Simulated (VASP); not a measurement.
# SiC: single point with PBE

The system is SiC.

```xyz
2
Lattice="0.0000 2.2994 2.1899 2.2994 0.0000 2.1899 2.2994 2.2994 0.0000" Properties=species:S:1:pos:R:3 pbc="T T T"
Si    0.0000    0.0000    0.0000
C     3.4490    3.4490    3.2848
```

This cell differs from its parent crystal: strain +0.050 along x and y, +0.000 along z.

| Property | Result |
| --- | --- |
| Program | VASP 6.6.1 |
| Task | single point |
| Functional | PBE |
| Potentials or basis | VASP PAW PBE potentials, release 64 (Si, C) |
| Cutoff | 520 eV |
| k mesh | 10 × 10 × 10 |
| Occupations | gaussian, width 0.05 eV |
| Spin | no spin polarisation |
| Dipole correction | no |
| Further INCAR settings | ALGO = Normal; EDIFF = 1e-06; NBANDS = 11 |

```json
{"Pressure": "-17.2 GPa", "Band gap on the k mesh": "1.00 eV, indirect (least direct gap 4.36 eV)"}
```

Stress tensor (GPa, compression positive):
```
-20.90   0.00   0.00
  0.00 -20.90   0.00
  0.00   0.00  -9.82
```

Levels at points of the mesh, in eV from the valence-band top:
```csv
k point,band 1,band 2,band 3,band 4,band 5,band 6,band 7,band 8,band 9
"(0.00, 0.00, 0.00)",-14.75,-0.30,-0.30,0.00,4.71,6.27,6.43,6.43,13.00
"(0.50, 0.00, 0.00)",-11.58,-8.14,-1.48,-0.97,4.12,6.27,7.02,9.25,14.54
"(0.50, 0.50, 0.00)",-10.03,-7.29,-3.48,-3.48,1.00,3.21,12.44,12.44,13.60
"(0.50, 0.00, 0.50)",-10.35,-7.84,-3.04,-2.96,1.40,4.01,11.94,12.88,13.18
```

Wall time 7 s on 1 thread of Intel(R) Xeon(R) 6975P-C (Granite Rapids) (shared host), peak memory 0.15 GiB.

Caveat: the cell differs from its parent crystal (strain +0.050 along x and y, +0.000 along z). A k mesh can miss the band edges.
